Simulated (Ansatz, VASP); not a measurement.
# MnRh: VASP beside Ansatz

```xyz
2
Lattice="3.0440 0.0000 0.0000 0.0000 3.0440 0.0000 0.0000 0.0000 3.0440" Properties=species:S:1:pos:R:3 pbc="T T T"
Mn    0.0000    0.0000    0.0000
Rh    1.5220    1.5220    1.5220
```

Alike in both runs: task relaxation of cell and atoms; functional LDA; k mesh 6 × 6 × 6; occupations gaussian, width 0.1 eV; collinear spin.

|  | VASP | Ansatz |
| --- | --- | --- |
| version | VASP 6.6.1 | Ansatz 0.2.0 |
| potentials or method | VASP PAW LDA potentials, release 64 (Mn_pv, Rh_pv), cutoff 500 eV | scalar-relativistic, plane waves, PAW |
| valence electrons in the cell | 28 | 32 |

Ansatz gave:

- gap on the k mesh at the Fermi level, each at its own relaxed structure (eV): none
- net moment per atom (μB): 2.01
- size of the moment on the site where the two differ most (μB): 3.20
- relaxed volume (Å³/atom): 12.90
- relaxed cell length with the largest relative difference (Å): 2.955

Problem. What did VASP give for the same quantities?

Solution. gap on the k mesh at the Fermi level, each at its own relaxed structure (eV): none; net moment per atom (μB): 1.99; size of the moment on the site where the two differ most (μB): 3.19; relaxed volume (Å³/atom): 12.90; relaxed cell length with the largest relative difference (Å): 2.955.

LDA's correlation is that of Perdew and Zunger in VASP and of Perdew and Wang (1992) in Ansatz. Site moments also hang on the region over which each program counts them. A gap of «none» marks a metal or a gap that the smearing closes. VASP's potentials hold 28 valence electrons a cell and Ansatz's 32, so a difference there can come from the potentials and not from the codes.
